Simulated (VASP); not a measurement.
Runs of VASP 6.6.1 on HoS4. The structure is that of space group Pm-3m (No. 221), or close to it. The cells are those of the table. The cell was generated, and may not be a known phase.

```csv
task,cell,k mesh,gap on the mesh (eV),pressure (GPa)
relaxation of cell and atoms,"relaxed from a = 5.191 Å, 5 atoms",8 × 8 × 8,none,0.0
single point,"a = 5.194 Å, 5 atoms",8 × 8 × 8,none,0.1
single point,"a = 5.080 Å, 5 atoms",4 × 4 × 4,none,(a)
single point,"a = 5.191 Å, 5 atoms",4 × 4 × 4,none,0.2
```

Alike in all rows: level PBE; potentials or basis VASP PAW PBE potentials, release 64 (Ho_3, S), 4f in core; no spin polarisation; cutoff (eV) 500; smearing gaussian 0.1 eV.

**Question.** Estimate the missing entries.

**Answer.** (a) 3.5.

Caveats: spin-orbit coupling is left out, which moves the levels of the heavy elements; the 4f electrons are frozen in the core, so they carry no moment and show no levels; the run has no spin polarisation, though such a crystal can be magnetic; the cell stands under pressure (at least some runs).

A k mesh can miss the band edges, and the runs leave out spin-orbit coupling on Ho.

A gap of «none» marks levels without a gap at the run's occupations.
